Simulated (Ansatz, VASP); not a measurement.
Na: VASP beside Ansatz

INCAR

```
  PREC = Accurate
  ENCUT = 520
  EDIFF = 1E-6
  ISMEAR = 0
  SIGMA = 0.15
  LREAL = F
  LASPH = T
  NELM = 100
  ALGO = Normal
  ISIF = 2
  LWAVE = F
  LCHARG = T
  GGA = PE
  LELF = T
  LVHAR = T
  NBANDS = 14
```

KPOINTS

```
Automatic mesh
0
Gamma
  15 15 8
```

POSCAR

```
Na
1.0
    3.7449956804      0.0000000000      0.0000000000
   -1.8724978402      3.2432613963      0.0000000000
    0.0000000000      0.0000000000      6.1030356778
Na
2
Direct
    0.3333333333      0.6666666667      0.2500000000
    0.6666666667      0.3333333333      0.7500000000
```

Input for Ansatz:

```yaml
crystal:
  lattice:
    - [3.7449956804, 0.0, 0.0]
    - [-1.8724978402, 3.2432613963, 0.0]
    - [0.0, 0.0, 6.1030356778]
  atoms:
    - { symbol: Na, position: [0.3333333333, 0.6666666667, 0.25] }
    - { symbol: Na, position: [0.6666666667, 0.3333333333, 0.75] }
basis:
  ecutwfc: 520.0
kpoints:
  mp_grid: { grid: [15, 15, 8] }
hamiltonian:
  xc: pbe
scf:
  occupations: { method: gaussian, width: 0.15 }
output:
  forces: true
  stress: true
  eigenvalues: true
```

Alike in both runs: task single point; functional PBE; k mesh 15 × 15 × 8; occupations gaussian, width 0.15 eV; no spin polarisation.

|  | VASP | Ansatz |
| --- | --- | --- |
| version | VASP 6.6.1 | Ansatz 0.2.0 |
| potentials or method | VASP PAW PBE potentials, release 64 (Na_pv), cutoff 520 eV | scalar-relativistic, plane waves, PAW |
| valence electrons in the cell | 14 | 18 |

|  | VASP | Ansatz | Ansatz less VASP |
| --- | --- | --- | --- |
| gap on the k mesh at the Fermi level (eV) | none | none | - |
| pressure (GPa) | 0.0 | 0.0 | 0.00 |

A gap of «none» marks a metal or a gap that the smearing closes. VASP's potentials hold 14 valence electrons a cell and Ansatz's 18, so a difference there can come from the potentials and not from the codes.
